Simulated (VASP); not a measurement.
Input of a VASP 6.6.1 run:

File INCAR:

```
SYSTEM = Ta
PREC = Accurate
ENCUT = 520
EDIFF = 1E-6
ISMEAR = -1
SIGMA = 0.08
LREAL = .False.
LASPH = .True.
NELM = 80
ALGO = Normal
ISIF = 2
LWAVE = .False.
LCHARG = .True.
LDIPOL = .True.
IDIPOL = 3
DIPOL = 0.5 0.5 0.500
LELF = .True.
LVHAR = .True.
LVACPOTAV = .True.
NBANDS = 36
```

Contents of KPOINTS:

```
regular mesh
0
Gamma
  15 15 1
  0 0 0
```

Contents of POSCAR:

```
Ta
1.0
    2.8173712975      0.0000000000      0.0000000000
   -0.9391237658      2.6562431328      0.0000000000
    0.0000000000      0.0000000000     25.2015000000
Ta
5
Direct
    0.0000000000      0.0000000000      0.3174414992
    0.5000000000      0.5000000000      0.4087207493
    0.0000000000      0.0000000000      0.5000000000
    0.5000000000      0.5000000000      0.5912792507
    0.0000000000      0.0000000000      0.6825585008
```

Potentials or basis: VASP PAW LDA potentials, release 64 (Ta_pv).

Command:

```console
$ cat potpaw_LDA.64/Ta_pv/POTCAR > POTCAR
$ mpirun -np 1 vasp_std > vasp.out
```

**Question.** Predict the largest force.

**Answer.** 0.459 eV/Å.

**Question.** Predict the band gap on the k mesh.

**Answer.** Zero (an odd number of electrons rules out a gap without spin polarisation).

Forces on the atoms (eV/Å):
```
Ta   0.000  0.000  0.459
Ta   0.000  0.000 -0.428
Ta   0.000  0.000  0.000
Ta   0.000  0.000  0.428
Ta   0.000  0.000 -0.459
```

Caveat: spin-orbit coupling is left out, which moves the levels of the heavy elements.
